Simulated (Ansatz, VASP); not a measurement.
## Two plane-wave programs on PbS

POSCAR

```
PbS
1.0
    0.0000000000      3.1132500000      3.0391250000
    3.1132500000      0.0000000000      3.0391250000
    3.1132500000      3.1132500000      0.0000000000
Pb S
1 1
Direct
    0.0000000000      0.0000000000      0.0000000000
    0.5000000000      0.5000000000      0.5000000000
```

Contents of INCAR.step1:

```
SYSTEM = PbS
PREC     = Accurate       ! precision mode
ENCUT    = 550            ! plane-wave cutoff, eV
ISMEAR   = 0              ! smearing method
SIGMA    = 0.05           ! smearing width, eV
LREAL    = .False.        ! projectors in reciprocal space
LASPH    = .True.         ! aspherical terms in the spheres
NELM     = 120            ! most SCF steps
NBANDS   = 17             ! bands
GGA      = PE             ! functional
ALGO     = Normal         ! electronic algorithm
EDIFF    = 1E-5           ! SCF threshold, eV
LWAVE    = .True.         ! write WAVECAR
LCHARG   = .False.        ! write CHGCAR
GGA_COMPAT= .False.
```

File INCAR.step2:

```
SYSTEM = PbS
PREC     = Accurate       ! precision mode
ENCUT    = 550            ! plane-wave cutoff, eV
EDIFF    = 1E-6           ! SCF threshold, eV
ISMEAR   = 0              ! smearing method
SIGMA    = 0.05           ! smearing width, eV
LREAL    = .False.        ! projectors in reciprocal space
LASPH    = .True.         ! aspherical terms in the spheres
NELM     = 120            ! most SCF steps
ALGO     = Normal         ! electronic algorithm
ISIF     = 2              ! what is computed and relaxed
LWAVE    = .False.        ! write WAVECAR
LCHARG   = .False.        ! write CHGCAR
METAGGA  = R2SCAN         ! meta-GGA
LMIXTAU  = .True.       
NBANDS   = 17             ! bands
ISTART   = 1            
GGA_COMPAT= .False.
```

KPOINTS

```
regular mesh
0
Gamma
  8 8 8
  0 0 0
```

Input for Ansatz:

```yaml
crystal:
  lattice:
    - [0.0, 3.11325, 3.039125]
    - [3.11325, 0.0, 3.039125]
    - [3.11325, 3.11325, 0.0]
  atoms:
    - { symbol: Pb, position: [0.0, 0.0, 0.0] }
    - { symbol: S, position: [0.5, 0.5, 0.5] }
basis:
  ecutwfc: 500
kpoints:
  mp_grid: { grid: [8, 8, 8] }
hamiltonian:
  xc: r2scan
scf:
  occupations: { method: gaussian, width: 0.05 }
output:
  forces: true
  stress: true
  eigenvalues: true
```

Change from the starting cell: strain +0.050 along x and y, +0.025 along z, atoms carried along.

Alike in both runs: task single point; functional r2SCAN; k mesh 8 × 8 × 8; occupations gaussian, width 0.05 eV; no spin polarisation.

|  | VASP | Ansatz |
| --- | --- | --- |
| version | VASP 6.6.1 | Ansatz 0.2.0 |
| potentials or method | VASP PAW PBE potentials, release 64 (Pb_d, S), cutoff 550 eV | scalar-relativistic, plane waves, PAW |
| valence electrons in the cell | 20 | 20 |

|  | VASP | Ansatz | Ansatz less VASP |
| --- | --- | --- | --- |
| gap on the k mesh at the Fermi level (eV) | 0.99 | 0.99 | -0.008 |
| least direct gap on the mesh (eV) | 0.99 | 0.99 | -0.008 |
| pressure (GPa) | -4.6 | -4.6 | +0.02 |
| traceless stress, the component that is largest in VASP (GPa) | 1.20 | 1.20 | -0.006 |

VASP's potentials were made for PBE, not for r2SCAN.

Neither program's run includes spin-orbit coupling.
